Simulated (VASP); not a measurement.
# Li2O (Fm-3m) in VASP: notebook

The runs below take Li2O through single point, with PBE, LDA.

Everything below comes from runs of VASP 6.6.1. Logs are shortened: lines on timing, memory, paths and dates and some standing lists are left out, and cuts for length are marked.

### 1 The cell of the first run

Symmetry: Fm-3m, No. 225, cubic system. The conventional cell has a = 4.619 Å, b = 4.619 Å, c = 4.619 Å, α = 90.00°, β = 90.00°, γ = 90.00°. Li (site symmetry -43m) has 4 O at 2.00 Å and 6 Li at 2.31 Å within 2.7 Å. O (site symmetry m-3m) has 8 Li at 2.00 Å within 2.7 Å.

### 2 Single point, PBE

INCAR reads:

```
ALGO = Normal ; EDIFF = 1E-6
ENCUT = 750 ; GGA = PE
GGA_COMPAT = F ; ISIF = 2
ISMEAR = 0 ; LASPH = T
LCHARG = T ; LELF = T
LREAL = F ; LVHAR = T
LWAVE = F ; NBANDS = 13
NELM = 120 ; PREC = Accurate
SIGMA = 0.1
```

KPOINTS reads:

```
k-points
0
Gamma
  6 6 6
```

POSCAR reads:

```
Li2O
1.0
    0.0000000000      2.3095000000      2.3095000000
    2.3095000000      0.0000000000      2.3095000000
    2.3095000000      2.3095000000      0.0000000000
Li O
2 1
Direct
    0.2500000000      0.2500000000      0.2500000000
    0.7500000000      0.7500000000      0.7500000000
    0.0000000000      0.0000000000      0.0000000000
```

Potentials or basis: VASP PAW PBE potentials, release 64 (Li_sv, O).

Launch:

```sh
$ cat potpaw_PBE.64/Li_sv/POTCAR potpaw_PBE.64/O/POTCAR > POTCAR
$ mpirun -np 1 vasp_std > vasp.out
```

OUTCAR:

```text
EDIFF = 1E-6
   ENCUT = 750
   GGA = PE
   ISIF = 2
   ISMEAR = 0
   LASPH = T
   LREAL = F
   NELM = 120
   PREC = Accurate

 ion  position               nearest neighbor table
   1  0.250  0.250  0.250-   3 2.00   3 2.00   3 2.00   3 2.00   2 2.31   2 2.31   2 2.31   2 2.31
                             2 2.31   2 2.31
   2  0.750  0.750  0.750-   3 2.00   3 2.00   3 2.00   3 2.00   1 2.31   1 2.31   1 2.31   1 2.31
                             1 2.31   1 2.31
   3  0.000  0.000  0.000-   2 2.00   2 2.00   2 2.00   1 2.00   2 2.00   1 2.00   1 2.00   1 2.00

  LATTYP: Found a face centered cubic cell.
 ALAT       =     4.6190000000

  Lattice vectors:

 A1 = (   0.0000000000,   2.3095000000,   2.3095000000)
 A2 = (   2.3095000000,   0.0000000000,   2.3095000000)
 A3 = (   2.3095000000,   2.3095000000,   0.0000000000)

Analysis of symmetry for initial positions (statically):
=====================================================================
 Subroutine PRICEL returns:
 Original cell was already a primitive cell.

 Routine SETGRP: Setting up the symmetry group for a
 face centered cubic supercell.

 Subroutine GETGRP returns: Found 48 space group operations
 (whereof 48 operations were pure point group operations)
 out of a pool of 48 trial point group operations.

The static configuration has the point symmetry O_h .

Analysis of symmetry for dynamics (positions and initial velocities):
=====================================================================
 Subroutine PRICEL returns:
 Original cell was already a primitive cell.

 Routine SETGRP: Setting up the symmetry group for a
 face centered cubic supercell.

 Subroutine GETGRP returns: Found 48 space group operations
 (whereof 48 operations were pure point group operations)
 out of a pool of 48 trial point group operations.

The dynamic configuration has the point symmetry O_h .

 Subroutine INISYM returns: Found 48 space group operations
 (whereof 48 operations are pure point group operations),
 and found     1 'primitive' translations

----------------------------------------------------------------------------------------

                                     Primitive cell

  volume of cell :      24.6368

  direct lattice vectors                    reciprocal lattice vectors
     0.000000000  2.309500000  2.309500000    -0.216497077  0.216497077  0.216497077
     2.309500000  0.000000000  2.309500000     0.216497077 -0.216497077  0.216497077
     2.309500000  2.309500000  0.000000000     0.216497077  0.216497077 -0.216497077

  length of vectors
     3.266126222  3.266126222  3.266126222     0.374983938  0.374983938  0.374983938

  position of ions in fractional coordinates (direct lattice)
     0.250000000  0.250000000  0.250000000
     0.750000000  0.750000000  0.750000000
     0.000000000  0.000000000  0.000000000

  ion indices of the primitive-cell ions
   primitive index   ion index
                 1           1
                 2           2
                 3           3

----------------------------------------------------------------------------------------

 KPOINTS: k-points

Automatic generation of k-mesh.
 Grid dimensions read from file:
 generate k-points for:    6    6    6

 Generating k-lattice:

  Cartesian coordinates                     Fractional coordinates (reciprocal lattice)
    -0.036082846  0.036082846  0.036082846     0.166666667  0.000000000  0.000000000
     0.036082846 -0.036082846  0.036082846     0.000000000  0.166666667  0.000000000
     0.036082846  0.036082846 -0.036082846     0.000000000  0.000000000  0.166666667

  Length of vectors
     0.062497323  0.062497323  0.062497323

  Shift w.r.t. Gamma in fractional coordinates (k-lattice)
     0.000000000  0.000000000  0.000000000

 Subroutine IBZKPT returns following result:
 ===========================================

 Found     16 irreducible k-points:

 Following reciprocal coordinates:
            Coordinates               Weight
  0.000000  0.000000  0.000000      1.000000
  0.166667  0.000000  0.000000      8.000000
  0.333333  0.000000  0.000000      8.000000
  0.500000  0.000000  0.000000      4.000000
  0.166667  0.166667  0.000000      6.000000
  0.333333  0.166667  0.000000     24.000000
[... 8 lines left out ...]
 -0.333333  0.333333  0.166667     24.000000
 -0.333333  0.500000  0.166667     12.000000
   k-points           NKPTS =     16   k-points in BZ     NKDIM =     16   number of bands    NBANDS=     13
   number of dos      NEDOS =    301   number of ions     NIONS =      3
   total plane-waves  NPLWV =  27000
   dimension x,y,z NGX =    30 NGY =   30 NGZ =   30
   dimension x,y,z NGXF=    60 NGYF=   60 NGZF=   60
   ions per type =               2   1
   NGX,Y,Z   is equivalent  to a cutoff of  15.27, 15.27, 15.27 a.u.
   NGXF,Y,Z  is equivalent  to a cutoff of  30.54, 30.54, 30.54 a.u.
 SYSTEM =  unknown system
   PREC   = accura    normal or accurate (medium, high low for compatibility)
   ISTART =      0    job   : 0-new  1-cont  2-samecut
   ICHARG =      2    charge: 1-file 2-atom 10-const
   ISPIN  =      1    spin polarized calculation?
   LNONCOLLINEAR =      F non collinear calculations
   LSORBIT =      F    spin-orbit coupling
   LASPH  =      T    aspherical Exc in radial PAW
   ENCUT  =  750.0 eV  55.12 Ry    7.42 a.u.   7.29  7.29  7.29*2*pi/ulx,y,z
   NELM   =    120;   NELMIN=  2; NELMDL= -5     # of ELM steps
   EDIFF  = 0.1E-05   stopping-criterion for ELM
   LREAL  =      F    real-space projection
   EDIFFG = 0.1E-04   stopping-criterion for IOM
   NSW    =      0    number of steps for IOM
   IBRION =     -1    ionic relax: 0-MD 1-quasi-New 2-CG
   NFREE  =      0    steps in history (QN), initial steepest desc. (CG)
   ISIF   =      2    stress and relaxation
   ISYM   =      2    0-nonsym 1-usesym 2-fastsym
   POTIM  = 0.5000    time-step for ionic-motion
   TEBEG  =    0.0;   TEEND  =   0.0 temperature during run
   PSTRESS=    0.0 pullay stress
   NELECT =      12.0000    total number of electrons
   NUPDOWN=      -1.0000    fix difference up-down
   EMIN   =  10.00;   EMAX   =-10.00  energy-range for DOS
   EFERMI =   0.00;   METHOD = LEGACY
   ISMEAR =     0;   SIGMA  =   0.10  broadening in eV -4-tet -1-fermi 0-gaus
   EFERMI_NEDOS =   21; number of points for ismear=-14 and -15
   IALGO  =     38    algorithm
   IMIX   =      4    mixing-type and parameters
     AMIX     =   0.40;   BMIX     =  1.00
     AMIX_MAG =   1.60;   BMIX_MAG =  1.00
  volume/ion in A,a.u.               =       8.21        55.42
  Fermi-wavevector in a.u.,A,eV,Ry     =   1.288073  2.434106 22.573876  1.659133
  Thomas-Fermi vector in A             =   2.420049
   LORBIT       =      0    0 simple, 1 ext, 2 COOP (PROOUT), +10 PAW based schemes
   GGA     = PE    functional components
   LHFCALC =     F    Hartree Fock is set to
   AEXX    =    0.0000 exact exchange contribution
   IVDW    =     0    specifies the selected vdW correction
   LEPSILON=     F    determine dielectric tensor
   LRPA    =     F    only Hartree local field effects (RPA)
 non-spin polarized calculation
 Gauss-broadening in eV      SIGMA  =   0.10
  energy-cutoff  :      750.00
  volume of cell :       24.64
 maximum number of plane-waves:      1167
 NGX is ok and might be reduce to    30
   NGX = 15   NGY = 15   NGZ = 15

 number of electron      12.0000000 magnetization

 Free energy of the ion-electron system (eV)
  ---------------------------------------------------
  ext. energy  EPLUGINS =         0.00000000
  ---------------------------------------------------
  free energy    TOTEN  =       -14.35597754 eV

  energy without entropy =      -14.35597754  energy(sigma->0) =      -14.35597754

 E-fermi :   1.9275     XC(G=0):  -9.7538

 val. band max:        1.3355294699   @ k =   0.0000   0.0000   0.0000
 cond. band min:       6.3150153967   @ k =   0.5000   0.5000   0.0000
 fundamental gap:      4.9794859268
 Fermi energy:         1.9275064081

 k-point     1 :       0.0000    0.0000    0.0000
  band No.  band energies     occupation
      1     -41.6467      2.00000
      2     -41.3167      2.00000
      3     -14.1137      2.00000
      4       1.3355      2.00000
      5       1.3355      2.00000
      6       1.3355      2.00000
      7       6.6044      0.00000
      8      13.2752      0.00000
      9      13.2752      0.00000
     10      13.2752      0.00000
     11      20.3403      0.00000
     12      20.3403      0.00000
     13      20.3403      0.00000

 k-point     2 :       0.1667    0.0000    0.0000
  band No.  band energies     occupation
      1     -41.6212      2.00000
      2     -41.3359      2.00000
      3     -14.0614      2.00000
      4       0.4956      2.00000
      5       1.2141      2.00000
      6       1.2141      2.00000
      7       7.3096      0.00000
      8      13.2675      0.00000
      9      13.6100      0.00000
     10      13.6100      0.00000
     11      18.5476      0.00000
     12      18.5476      0.00000
     13      21.2157      0.00000

 k-point     3 :       0.3333    0.0000    0.0000
  band No.  band energies     occupation
      1     -41.5542      2.00000
      2     -41.3899      2.00000
      3     -13.9482      2.00000
      4      -0.8537      2.00000
      5       0.9922      2.00000
      6       0.9922      2.00000
      7       8.8743      0.00000
      8      12.5791      0.00000
      9      13.6572      0.00000
     10      13.6572      0.00000
     11      18.3800      0.00000
     12      18.3800      0.00000
     13      23.0726      0.00000
[... 177 lines left out ...]
 k-point    15 :      -0.3333    0.3333    0.1667
  band No.  band energies     occupation
      1     -41.4653      2.00000
      2     -41.4650      2.00000
      3     -13.8426      2.00000
      4      -0.9019      2.00000
      5       0.0811      2.00000
      6       0.2857      2.00000
      7       8.8701      0.00000
      8      11.6980      0.00000
      9      14.9507      0.00000
     10      15.1478      0.00000
     11      19.0018      0.00000
     12      19.3439      0.00000
     13      24.4028      0.00000

 k-point    16 :      -0.3333    0.5000    0.1667
  band No.  band energies     occupation
      1     -41.4907      2.00000
      2     -41.4370      2.00000
      3     -13.8307      2.00000
      4      -0.3844      2.00000
      5      -0.2089      2.00000
      6      -0.0988      2.00000
      7       7.7721      0.00000
      8      12.6771      0.00000
      9      15.1536      0.00000
     10      15.7394      0.00000
     11      18.1568      0.00000
     12      21.3186      0.00000
     13      23.3308      0.00000

------------------------ aborting loop because EDIFF is reached ----------------------------------------

  FORCE on cell =-STRESS in cart. coord.  units (eV):
  Direction    XX          YY          ZZ          XY          YZ          ZX
  --------------------------------------------------------------------------------------
  -------------------------------------------------------------------------------------
  Total        0.0058313      0.0058313      0.0058313     -0.0000000      0.0000000     -0.0000000
  in kB        0.3792227      0.3792227      0.3792227     -0.0000000      0.0000000     -0.0000000
  external PRESSURE =       0.3792227 kB  Pullay stress =       0.0000000 kB

 VOLUME and BASIS-vectors are now :
 -----------------------------------------------------------------------------
  energy-cutoff  :      750.00
  volume of cell :       24.64
      direct lattice vectors                 reciprocal lattice vectors
     0.000000000  2.309500000  2.309500000    -0.216497077  0.216497077  0.216497077
     2.309500000  0.000000000  2.309500000     0.216497077 -0.216497077  0.216497077
     2.309500000  2.309500000  0.000000000     0.216497077  0.216497077 -0.216497077

 POSITION                                       TOTAL-FORCE (eV/Angst)
 -----------------------------------------------------------------------------------
      1.15475      1.15475      1.15475         0.000000      0.000000      0.000000
      3.46425      3.46425      3.46425        -0.000000     -0.000000     -0.000000
      0.00000      0.00000      0.00000         0.000000      0.000000      0.000000
 -----------------------------------------------------------------------------------
    total drift:                                0.000000     -0.000000      0.000000

  FREE ENERGIE OF THE ION-ELECTRON SYSTEM (eV)
  ---------------------------------------------------
  free  energy   TOTEN  =       -14.3559775435 eV

  energy  without entropy=      -14.3559775435  energy(sigma->0) =      -14.35597754
```

Run time: 16 s. Hardware: 1 thread of Intel Xeon 8259CL, shared host; peak memory 0.16 GiB.

What came out:

```yaml
Free_energy: -14.3560 eV
Pressure: 0.0 GPa
Band_gap_on_the_k_mesh: 4.98 eV (least direct gap 5.27 eV)
```

A k mesh can miss the band edges. A hybrid or GW would open this gap; PBE tends to underestimate it.

### 3 Single point, PBE (strained)

INCAR reads:

```
PREC = Accurate
ENCUT = 750
EDIFF = 1E-6
ISMEAR = 0
SIGMA = 0.02
LREAL = F
LASPH = T
NELM = 120
ALGO = Normal
ISIF = 2
LWAVE = F
LCHARG = F
GGA = PE
NBANDS = 13
GGA_COMPAT = F
```

KPOINTS reads:

```
regular mesh
0
Gamma
  8 8 8
```

POSCAR reads:

```
Li2O
1.0
    0.0000000000      2.2551112750      2.2551112750
    2.2551112750      0.0000000000      2.2551112750
    2.2551112750      2.2551112750      0.0000000000
Li O
2 1
Direct
    0.2500000000      0.2500000000      0.2500000000
    0.7500000000      0.7500000000      0.7500000000
    0.0000000000      0.0000000000      0.0000000000
```

Potentials or basis: VASP PAW PBE potentials, release 64 (Li_sv, O).

Launch:

```sh
$ cat potpaw_PBE.64/Li_sv/POTCAR potpaw_PBE.64/O/POTCAR > POTCAR
$ mpirun -np 1 vasp_std > vasp.out
```

Wall time 16 s (1 thread of Intel Xeon 8259CL, shared host); peak memory 0.15 GiB.

It converged, with:

| Item | Value |
| --- | --- |
| Free energy | -14.3173 eV |
| Pressure | 6.8 GPa |
| Band gap on the k mesh | 5.12 eV (least direct gap 5.81 eV) |

Levels at points of the mesh, in eV from the valence-band top:
```
           k point  band 3  band 4  band 5  band 6  band 7  band 8  band 9  band 10
(0.00, 0.00, 0.00)  -15.57    0.00    0.00    0.00    5.81   12.36   12.36    12.36
(0.50, 0.00, 0.00)  -15.33   -2.95   -0.49   -0.49    9.69   10.55   12.47    12.47
(0.50, 0.50, 0.00)  -15.29   -1.66   -1.51   -1.51    5.12   14.23   14.23    15.68
```

Caveat: the cell differs from its parent crystal (strained); the cell stands under pressure. A k mesh can miss the band edges.

### 4 Single point, LDA (strained)

INCAR reads:

```
SYSTEM = Li2O
ALGO = Normal
EDIFF = 1E-6
ENCUT = 750
GGA = CA
GGA_COMPAT = .False.
ISIF = 2
ISMEAR = 0
LASPH = .True.
LCHARG = .False.
LREAL = .False.
LWAVE = .False.
NBANDS = 13
NELM = 120
PREC = Accurate
SIGMA = 0.02
```

KPOINTS reads:

```
k-points
0
Gamma
  8 8 8
  0 0 0
```

POSCAR reads:

```
Li2O
1.0
    0.0000000000      2.2427554500      2.2427554500
    2.2427554500      0.0000000000      2.2427554500
    2.2427554500      2.2427554500      0.0000000000
Li O
2 1
Direct
    0.2500000000      0.2500000000      0.2500000000
    0.7500000000      0.7500000000      0.7500000000
    0.0000000000      0.0000000000      0.0000000000
```

Potentials or basis: VASP PAW LDA potentials, release 64 (Li_sv, O).

Launch:

```sh
$ cat potpaw_LDA.64/Li_sv/POTCAR potpaw_LDA.64/O/POTCAR > POTCAR
$ mpirun -np 1 vasp_std > vasp.out
```

It took 17 s on 1 thread of Intel Xeon 8259CL, shared host; peak memory 0.14 GiB.

It converged, with:

```
Free energy            : -15.7599 eV
Pressure               : 0.3 GPa
Band gap on the k mesh : 4.96 eV (least direct gap 5.93 eV)
```

Levels at points of the mesh, in eV from the valence-band top:
```tsv
k point	band 2	band 3	band 4	band 5	band 6	band 7	band 8	band 9	band 10	band 11
(0.00, 0.00, 0.00)	-41.26	-15.24	0.00	0.00	0.00	5.93	12.08	12.08	12.08	19.66
(0.50, 0.00, 0.00)	-41.48	-15.02	-3.03	-0.51	-0.51	9.67	10.58	12.25	12.25	18.52
(0.50, 0.50, 0.00)	-41.39	-14.98	-1.66	-1.59	-1.59	4.96	14.09	14.09	15.73	16.60
```

Caveat: the cell differs from its parent crystal (strained).

### 5 Single point, PBE (strained)

INCAR reads:

```
SYSTEM = Li2O
PREC = Accurate
ENCUT = 750
EDIFF = 1E-6
ISMEAR = 0
SIGMA = 0.02
LREAL = .FALSE.
LASPH = .TRUE.
NELM = 120
ALGO = Normal
ISIF = 2
LWAVE = .FALSE.
LCHARG = .FALSE.
GGA = PE
NBANDS = 13
GGA_COMPAT = .FALSE.
```

KPOINTS reads:

```
Automatic mesh
0
G
  8 8 8
  0 0 0
```

POSCAR reads:

```
Li2O
1.0
    0.0000000000      2.2662430650      2.2662430650
    2.2662430650      0.0000000000      2.2662430650
    2.2662430650      2.2662430650      0.0000000000
Li O
2 1
Direct
    0.2500000000      0.2500000000      0.2500000000
    0.7500000000      0.7500000000      0.7500000000
    0.0000000000      0.0000000000      0.0000000000
```

Potentials or basis: VASP PAW PBE potentials, release 64 (Li_sv, O).

Launch:

```sh
$ cat potpaw_PBE.64/Li_sv/POTCAR potpaw_PBE.64/O/POTCAR > POTCAR
$ mpirun -np 1 vasp_std > vasp.out
```

It took 25 s on 1 thread of Intel Xeon 8259CL, shared host; peak memory 0.16 GiB.

It converged, with:

| Item | Value |
| --- | --- |
| Free energy | -14.3310 eV |
| Pressure | 5.2 GPa |
| Band gap on the k mesh | 5.09 eV (least direct gap 5.70 eV) |

Levels at points of the mesh, in eV from the valence-band top:
| k point | band 2 | band 3 | band 4 | band 5 | band 6 | band 7 | band 8 | band 9 | band 10 | band 11 |
| --- | --- | --- | --- | --- | --- | --- | --- | --- | --- | --- |
| (0.00, 0.00, 0.00) | -42.49 | -15.54 | 0.00 | 0.00 | 0.00 | 5.70 | 12.27 | 12.27 | 12.27 | 19.61 |
| (0.50, 0.00, 0.00) | -42.67 | -15.31 | -2.91 | -0.48 | -0.48 | 9.59 | 10.39 | 12.38 | 12.38 | 18.52 |
| (0.50, 0.50, 0.00) | -42.60 | -15.27 | -1.65 | -1.48 | -1.48 | 5.09 | 14.09 | 14.09 | 15.48 | 16.41 |

Caveat: the cell differs from its parent crystal (strained); the cell stands under pressure.

### 6 Single point, PBE (strained)

INCAR reads:

```
ALGO = Normal
EDIFF = 1E-6
ENCUT = 750
GGA = PE
GGA_COMPAT = F
ISIF = 2
ISMEAR = 0
LASPH = T
LCHARG = F
LREAL = F
LWAVE = F
NBANDS = 13
NELM = 120
PREC = Accurate
SIGMA = 0.02
```

KPOINTS reads:

```
k-points
0
Gamma
  8 8 8
```

POSCAR reads:

```
Li2O
1.0
    0.0000000000      2.2265196650      2.2265196650
    2.2265196650      0.0000000000      2.2265196650
    2.2265196650      2.2265196650      0.0000000000
Li O
2 1
Direct
    0.2500000000      0.2500000000      0.2500000000
    0.7500000000      0.7500000000      0.7500000000
    0.0000000000      0.0000000000      0.0000000000
```

Potentials or basis: VASP PAW PBE potentials, release 64 (Li_sv, O).

Launch:

```sh
$ cat potpaw_PBE.64/Li_sv/POTCAR potpaw_PBE.64/O/POTCAR > POTCAR
$ mpirun -np 1 vasp_std > vasp.out
```

Run time: 24 s. Hardware: 1 thread of Intel Xeon 8259CL, shared host; peak memory 0.15 GiB.

Results (log left out):

| Quantity | Value |
| --- | --- |
| Free energy | -14.2666 eV |
| Pressure | 11.2 GPa |
| Band gap on the k mesh | 5.19 eV (least direct gap 6.12 eV) |

Levels at points of the mesh, in eV from the valence-band top:
| k point | band 2 | band 3 | band 4 | band 5 | band 6 | band 7 | band 8 | band 9 | band 10 | band 11 |
| --- | --- | --- | --- | --- | --- | --- | --- | --- | --- | --- |
| (0.00, 0.00, 0.00) | -42.34 | -15.63 | 0.00 | 0.00 | 0.00 | 6.12 | 12.58 | 12.58 | 12.58 | 20.19 |
| (0.50, 0.00, 0.00) | -42.55 | -15.40 | -3.05 | -0.51 | -0.51 | 9.96 | 10.96 | 12.68 | 12.68 | 19.17 |
| (0.50, 0.50, 0.00) | -42.47 | -15.36 | -1.69 | -1.58 | -1.58 | 5.19 | 14.61 | 14.61 | 16.22 | 17.05 |

Caveat: the cell differs from its parent crystal (strained); the cell stands under pressure.

### 7 Overview

```csv
level,potentials or basis,cell,k mesh,smearing,gap on the mesh (eV),pressure (GPa)
PBE,"VASP PAW PBE potentials, release 64 (Li_sv, O)","a = 3.266 Å, angles 60.0°, 3 atoms",6 × 6 × 6,gaussian 0.1 eV,4.98,0.0
PBE,"VASP PAW PBE potentials, release 64 (Li_sv, O)","a = 3.189 Å, angles 60.0°, 3 atoms",8 × 8 × 8,gaussian 0.02 eV,5.12,6.8
LDA,"VASP PAW LDA potentials, release 64 (Li_sv, O)","a = 3.172 Å, angles 60.0°, 3 atoms",8 × 8 × 8,gaussian 0.02 eV,4.96,0.3
PBE,"VASP PAW PBE potentials, release 64 (Li_sv, O)","a = 3.205 Å, angles 60.0°, 3 atoms",8 × 8 × 8,gaussian 0.02 eV,5.09,5.2
PBE,"VASP PAW PBE potentials, release 64 (Li_sv, O)","a = 3.149 Å, angles 60.0°, 3 atoms",8 × 8 × 8,gaussian 0.02 eV,5.19,11.2
```

Alike in all rows: task single point; no spin polarisation; cutoff (eV) 750.

Caveats: the cell stands under pressure (at least some runs).

Absolute energies hang on the potentials; compare differences alone.
